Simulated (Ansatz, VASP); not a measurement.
# One calculation of TeRu, two programs

```
Ru Te
1.0
     0.00000    2.86887    2.86887
     2.86887    0.00000    2.86887
     2.86887    2.86887    0.00000
Ru Te
1 1
Direct
  0.50000 0.50000 0.50000
  0.00000 0.00000 0.00000
```

Alike in both runs: task single point; functional PBE; k mesh 6 × 6 × 6; occupations gaussian, width 0.05 eV; collinear spin; Hubbard terms Ru d U = 4.0 eV.

```csv
,VASP,Ansatz
version,VASP 6.6.1,Ansatz 0.2.0
potentials or method,"VASP PAW PBE potentials, release 64 (Ru_pv, Te), cutoff 520 eV","scalar-relativistic, plane waves, PAW"
valence electrons in the cell,20,32
```

Ansatz gave:

| Item | Value |
| --- | --- |
| gap on the k mesh at the Fermi level (eV) | none |
| pressure (GPa) | 0.4 |
| traceless stress, the component that is largest in VASP (GPa) | 0.31 |
| net moment per atom (μB) | 1.00 |
| size of the moment on the site where the two differ most (μB) | 2.01 |

What did VASP give for the same quantities?

gap on the k mesh at the Fermi level (eV): none; pressure (GPa): -3.4; traceless stress, the component that is largest in VASP (GPa): 0.00; net moment per atom (μB): 1.15; size of the moment on the site where the two differ most (μB): 2.26.

The net moments are unlike, so the other rows may belong to different states. Site moments also hang on the region over which each program counts them. The programs project onto different local orbitals, so the same U acts differently, and such runs can settle in different states. A gap of «none» marks a metal or a gap that the smearing closes. VASP's potentials hold 20 valence electrons a cell and Ansatz's 32, so a difference there can come from the potentials and not from the codes. Ansatz's warnings: filled band counts differ across k points, specified occupation not kept, symmetry narrowed by occupation matrices.

Neither program's run includes spin-orbit coupling.
